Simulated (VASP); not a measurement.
# NaB4 (P6/mmm) in VASP: further runs

Runs on NaB4. Level: PBE. Tasks: single point.

All numbers are computed with VASP 6.6.1; they aren't measurements. Logs are shortened: lines on timing, memory, paths and dates and some standing lists are left out, and cuts for length are marked.

### Step 1. The cell of the first run

It takes space group P6/mmm (No. 191, hexagonal). The conventional cell has a = 3.041 Å, b = 3.041 Å, c = 5.995 Å, α = 90.00°, β = 90.00°, γ = 120.00°. Na (site symmetry 6/mmm) has 12 B at 2.71 Å and 6 Na at 3.04 Å within 3.6 Å. B (site symmetry 3m) has 4 B at 1.76 to 1.87 Å within 2.3 Å.

The cell was built from a structure type or drawn by symmetry, and may not be a known phase.

### Step 2. Single point, PBE

File INCAR:

```
PREC     = Accurate       # precision mode
ENCUT    = 500            # plane-wave cutoff, eV
EDIFF    = 1E-6           # SCF threshold, eV
ISMEAR   = 0              # smearing method
SIGMA    = 0.2            # smearing width, eV
LREAL    = False          # projectors in reciprocal space
LASPH    = True           # aspherical terms in the spheres
NELM     = 120            # most SCF steps
ALGO     = Normal         # electronic algorithm
ISIF     = 2              # what is computed and relaxed
LWAVE    = False          # write WAVECAR
LCHARG   = False          # write CHGCAR
GGA      = PE             # functional
NBANDS   = 18             # bands
GGA_COMPAT= False
```

File KPOINTS:

```
regular mesh
0
Gamma
  5 5 4
```

File POSCAR:

```
NaB4
1.0
    3.0411981743     -0.0000000023      0.0000000000
   -1.5205990852      2.6337548781      0.0000000000
    0.0000000000      0.0000000000      5.9948426499
Na B
1 4
Direct
    0.0000000000      0.0000000000      0.0000000000
    0.3333333333      0.6666666667      0.3441680529
    0.3333333333      0.6666666667      0.6558319471
    0.6666666667      0.3333333333      0.6558319471
    0.6666666667      0.3333333333      0.3441680529
```

Potentials or basis: VASP PAW PBE potentials, release 64 (Na_pv, B).

The run is started by

```bash
> cat potpaw_PBE.64/Na_pv/POTCAR potpaw_PBE.64/B/POTCAR > POTCAR
> mpirun -np 1 vasp_std > vasp.out
```

OUTCAR:

```text
PREC = Accurate
   ENCUT = 500
   EDIFF = 1E-6
   ISMEAR = 0
   LREAL = False
   LASPH = True
   NELM = 120
   ISIF = 2
   GGA = PE

 ion  position               nearest neighbor table
   1  0.000  0.000  0.000-
   2  0.333  0.667  0.344-   5 1.76   5 1.76   5 1.76   3 1.87
   3  0.333  0.667  0.656-   4 1.76   4 1.76   4 1.76   2 1.87
   4  0.667  0.333  0.656-   3 1.76   3 1.76   3 1.76   5 1.87
   5  0.667  0.333  0.344-   2 1.76   2 1.76   2 1.76   4 1.87

  LATTYP: Found a hexagonal cell.
 ALAT       =     3.0411981743
 C/A-ratio  =     1.9712107881

  Lattice vectors:

 A1 = (   3.0411981743,  -0.0000000023,   0.0000000000)
 A2 = (  -1.5205990852,   2.6337548781,   0.0000000000)
 A3 = (   0.0000000000,   0.0000000000,   5.9948426499)

Analysis of symmetry for initial positions (statically):
=====================================================================
 Subroutine PRICEL returns:
 Original cell was already a primitive cell.

 Routine SETGRP: Setting up the symmetry group for a
 hexagonal supercell.

 Subroutine GETGRP returns: Found 24 space group operations
 (whereof 24 operations were pure point group operations)
 out of a pool of 24 trial point group operations.

The static configuration has the point symmetry D_6h.

Analysis of symmetry for dynamics (positions and initial velocities):
=====================================================================
 Subroutine PRICEL returns:
 Original cell was already a primitive cell.

 Routine SETGRP: Setting up the symmetry group for a
 hexagonal supercell.

 Subroutine GETGRP returns: Found 24 space group operations
 (whereof 24 operations were pure point group operations)
 out of a pool of 24 trial point group operations.

The dynamic configuration has the point symmetry D_6h.

 Subroutine INISYM returns: Found 24 space group operations
 (whereof 24 operations are pure point group operations),
 and found     1 'primitive' translations

----------------------------------------------------------------------------------------

                                     Primitive cell

  volume of cell :      48.0173

  direct lattice vectors                    reciprocal lattice vectors
     3.041198174 -0.000000002  0.000000000     0.328817770  0.189843027  0.000000000
    -1.520599085  2.633754878  0.000000000     0.000000000  0.379686055  0.000000000
     0.000000000  0.000000000  5.994842650     0.000000000  0.000000000  0.166810050

  length of vectors
     3.041198174  3.041198174  5.994842650     0.379686055  0.379686055  0.166810050

  position of ions in fractional coordinates (direct lattice)
     0.000000000  0.000000000  0.000000000
     0.333333333  0.666666667  0.344168053
     0.333333333  0.666666667  0.655831947
     0.666666667  0.333333333  0.655831947
     0.666666667  0.333333333  0.344168053

  ion indices of the primitive-cell ions
   primitive index   ion index
                 1           1
                 2           2
                 3           3
                 4           4
                 5           5

----------------------------------------------------------------------------------------

 KPOINTS: regular mesh

Automatic generation of k-mesh.
 Grid dimensions read from file:
 generate k-points for:    5    5    4

 Generating k-lattice:

  Cartesian coordinates                     Fractional coordinates (reciprocal lattice)
     0.065763554  0.037968605  0.000000000     0.200000000  0.000000000  0.000000000
     0.000000000  0.075937211  0.000000000     0.000000000  0.200000000  0.000000000
     0.000000000  0.000000000  0.041702512     0.000000000  0.000000000  0.250000000

  Length of vectors
     0.075937211  0.075937211  0.041702512

  Shift w.r.t. Gamma in fractional coordinates (k-lattice)
     0.000000000  0.000000000  0.000000000

 Subroutine IBZKPT returns following result:
 ===========================================

 Found     15 irreducible k-points:

 Following reciprocal coordinates:
            Coordinates               Weight
  0.000000  0.000000  0.000000      1.000000
  0.200000  0.000000  0.000000      6.000000
  0.400000  0.000000  0.000000      6.000000
  0.200000  0.200000  0.000000      6.000000
  0.400000  0.200000  0.000000      6.000000
  0.000000  0.000000  0.250000      2.000000
  0.200000  0.000000  0.250000     12.000000
  0.400000  0.000000  0.250000     12.000000
  0.200000  0.200000  0.250000     12.000000
  0.400000  0.200000  0.250000     12.000000
  0.000000  0.000000  0.500000      1.000000
  0.200000  0.000000  0.500000      6.000000
  0.400000  0.000000  0.500000      6.000000
  0.200000  0.200000  0.500000      6.000000
  0.400000  0.200000  0.500000      6.000000
   k-points           NKPTS =     15   k-points in BZ     NKDIM =     15   number of bands    NBANDS=     18
   number of dos      NEDOS =    301   number of ions     NIONS =      5
   total plane-waves  NPLWV =  27648
   dimension x,y,z NGX =    24 NGY =   24 NGZ =   48
   dimension x,y,z NGXF=    48 NGYF=   48 NGZF=   96
   ions per type =               1   4
   NGX,Y,Z   is equivalent  to a cutoff of  13.12, 13.12, 13.31 a.u.
   NGXF,Y,Z  is equivalent  to a cutoff of  26.24, 26.24, 26.62 a.u.
 SYSTEM =  unknown system
   PREC   = accura    normal or accurate (medium, high low for compatibility)
   ISTART =      0    job   : 0-new  1-cont  2-samecut
   ICHARG =      2    charge: 1-file 2-atom 10-const
   ISPIN  =      1    spin polarized calculation?
   LNONCOLLINEAR =      F non collinear calculations
   LSORBIT =      F    spin-orbit coupling
   LASPH  =      T    aspherical Exc in radial PAW
   ENCUT  =  500.0 eV  36.75 Ry    6.06 a.u.   5.54  5.54 10.93*2*pi/ulx,y,z
   NELM   =    120;   NELMIN=  2; NELMDL= -5     # of ELM steps
   EDIFF  = 0.1E-05   stopping-criterion for ELM
   LREAL  =      F    real-space projection
   EDIFFG = 0.1E-04   stopping-criterion for IOM
   NSW    =      0    number of steps for IOM
   IBRION =     -1    ionic relax: 0-MD 1-quasi-New 2-CG
   NFREE  =      0    steps in history (QN), initial steepest desc. (CG)
   ISIF   =      2    stress and relaxation
   ISYM   =      2    0-nonsym 1-usesym 2-fastsym
   POTIM  = 0.5000    time-step for ionic-motion
   TEBEG  =    0.0;   TEEND  =   0.0 temperature during run
   PSTRESS=    0.0 pullay stress
   NELECT =      19.0000    total number of electrons
   NUPDOWN=      -1.0000    fix difference up-down
   EMIN   =  10.00;   EMAX   =-10.00  energy-range for DOS
   EFERMI =   0.00;   METHOD = LEGACY
   ISMEAR =     0;   SIGMA  =   0.20  broadening in eV -4-tet -1-fermi 0-gaus
   EFERMI_NEDOS =   21; number of points for ismear=-14 and -15
   IALGO  =     38    algorithm
   IMIX   =      4    mixing-type and parameters
     AMIX     =   0.40;   BMIX     =  1.00
     AMIX_MAG =   1.60;   BMIX_MAG =  1.00
  volume/ion in A,a.u.               =       9.60        64.81
  Fermi-wavevector in a.u.,A,eV,Ry     =   1.201877  2.271218 19.653734  1.444509
  Thomas-Fermi vector in A             =   2.337674
   LORBIT       =      0    0 simple, 1 ext, 2 COOP (PROOUT), +10 PAW based schemes
   GGA     = PE    functional components
   LHFCALC =     F    Hartree Fock is set to
   AEXX    =    0.0000 exact exchange contribution
   IVDW    =     0    specifies the selected vdW correction
   LEPSILON=     F    determine dielectric tensor
   LRPA    =     F    only Hartree local field effects (RPA)
 non-spin polarized calculation
 Gauss-broadening in eV      SIGMA  =   0.20
  energy-cutoff  :      500.00
  volume of cell :       48.02
 maximum number of plane-waves:      1257
 NGX is ok and might be reduce to    24
   NGX = 11   NGY = 11   NGZ = 21

 number of electron      18.9999990 magnetization

 Free energy of the ion-electron system (eV)
  ---------------------------------------------------
  ext. energy  EPLUGINS =         0.00000000
  ---------------------------------------------------
  free energy    TOTEN  =       -26.21729249 eV

  energy without entropy =      -26.15902134  energy(sigma->0) =      -26.18815691

 E-fermi :   4.2827     XC(G=0): -10.5305

 val. band max:        4.2349959754   @ k =   0.2000   0.0000   0.2500
 cond. band min:       4.2983509302   @ k =   0.4000   0.0000   0.5000
 fundamental gap:      0.0633549547
 Fermi energy:         4.2827238129

 k-point     1 :       0.0000    0.0000    0.0000
  band No.  band energies     occupation
      1     -19.6613      2.00000
      2     -19.6613      2.00000
      3     -19.6552      2.00000
      4      -9.1159      2.00000
      5      -4.6743      2.00000
      6      -1.6518      2.00000
[... 10 lines left out ...]
     17      13.6600      0.00000
     18      13.8852      0.00000

 k-point     2 :       0.2000    0.0000    0.0000
  band No.  band energies     occupation
      1     -19.7354      2.00000
      2     -19.6772      2.00000
      3     -19.6387      2.00000
      4      -8.4451      2.00000
      5      -4.0660      2.00000
      6      -0.8939      2.00000
[... 10 lines left out ...]
     17      13.6208      0.00000
     18      15.2896      0.00000

 k-point     3 :       0.4000    0.0000    0.0000
  band No.  band energies     occupation
      1     -19.8522      2.00000
      2     -19.7027      2.00000
      3     -19.6121      2.00000
      4      -6.5160      2.00000
      5      -3.0453      2.00000
      6      -2.2836      2.00000
[... 10 lines left out ...]
     17      15.1922      0.00000
     18      17.0882      0.00000

 k-point     4 :       0.2000    0.2000    0.0000
  band No.  band energies     occupation
      1     -19.8107      2.00000
      2     -19.7175      2.00000
      3     -19.6172      2.00000
      4      -7.1351      2.00000
      5      -2.8651      2.00000
      6      -1.3780      2.00000
[... 186 lines left out ...]
      4      -6.4704      2.00000
      5      -2.9937      2.00000
      6      -2.6206      2.00000
[... 10 lines left out ...]
     17      17.0610      0.00000
     18      17.9717      0.00000

 k-point    14 :       0.2000    0.2000    0.5000
  band No.  band energies     occupation
      1     -19.8107      2.00000
      2     -19.7175      2.00000
      3     -19.6176      2.00000
      4      -7.0779      2.00000
      5      -3.2524      2.00000
      6      -1.3558      2.00000
[... 10 lines left out ...]
     17      15.7081      0.00000
     18      15.8928      0.00000

 k-point    15 :       0.4000    0.2000    0.5000
  band No.  band energies     occupation
      1     -19.8453      2.00000
      2     -19.7534      2.00000
      3     -19.6042      2.00000
      4      -5.0804      2.00000
      5      -3.9331      2.00000
      6      -1.1240      2.00000
[... 10 lines left out ...]
     17      16.4232      0.00000
     18      16.9443      0.00000

------------------------ aborting loop because EDIFF is reached ----------------------------------------

  FORCE on cell =-STRESS in cart. coord.  units (eV):
  Direction    XX          YY          ZZ          XY          YZ          ZX
  --------------------------------------------------------------------------------------
  -------------------------------------------------------------------------------------
  Total        0.0256179      0.0256179      0.0948820     -0.0000000     -0.0000000     -0.0000000
  in kB        0.8547836      0.8547836      3.1658941     -0.0000000     -0.0000000     -0.0000000
  external PRESSURE =       1.6251537 kB  Pullay stress =       0.0000000 kB

 VOLUME and BASIS-vectors are now :
 -----------------------------------------------------------------------------
  energy-cutoff  :      500.00
  volume of cell :       48.02
      direct lattice vectors                 reciprocal lattice vectors
     3.041198174 -0.000000002  0.000000000     0.328817770  0.189843027  0.000000000
    -1.520599085  2.633754878  0.000000000     0.000000000  0.379686055  0.000000000
     0.000000000  0.000000000  5.994842650     0.000000000  0.000000000  0.166810050

 POSITION                                       TOTAL-FORCE (eV/Angst)
 -----------------------------------------------------------------------------------
      0.00000      0.00000      0.00000        -0.000000     -0.000000      0.000000
      0.00000      1.75584      2.06323         0.000000     -0.000000     -0.001257
      0.00000      1.75584      3.93161        -0.000000     -0.000000      0.001257
      1.52060      0.87792      3.93161        -0.000000      0.000000      0.001257
      1.52060      0.87792      2.06323         0.000000      0.000000     -0.001257
 -----------------------------------------------------------------------------------
    total drift:                               -0.000000     -0.000000     -0.000000

  FREE ENERGIE OF THE ION-ELECTRON SYSTEM (eV)
  ---------------------------------------------------
  free  energy   TOTEN  =       -26.2172924865 eV

  energy  without entropy=      -26.1590213379  energy(sigma->0) =      -26.18815691
```

It took 12 s on 1 thread of Intel Xeon Platinum 8488C (Sapphire Rapids), shared host; peak memory 0.16 GiB.

What came out:

```yaml
Free_energy: -26.2173 eV
Pressure: 0.2 GPa
Band_gap_on_the_k_mesh: zero (an odd number of electrons rules out a gap without spin polarisation)
```

Stress tensor (GPa, compression positive):
```
0.09 0.00 0.00
0.00 0.09 0.00
0.00 0.00 0.32
```

Caveat: the k points lie up to 0.48 Å⁻¹ apart, too coarse for converged energies and pressures of a metal.

[end of part 1 of 2]
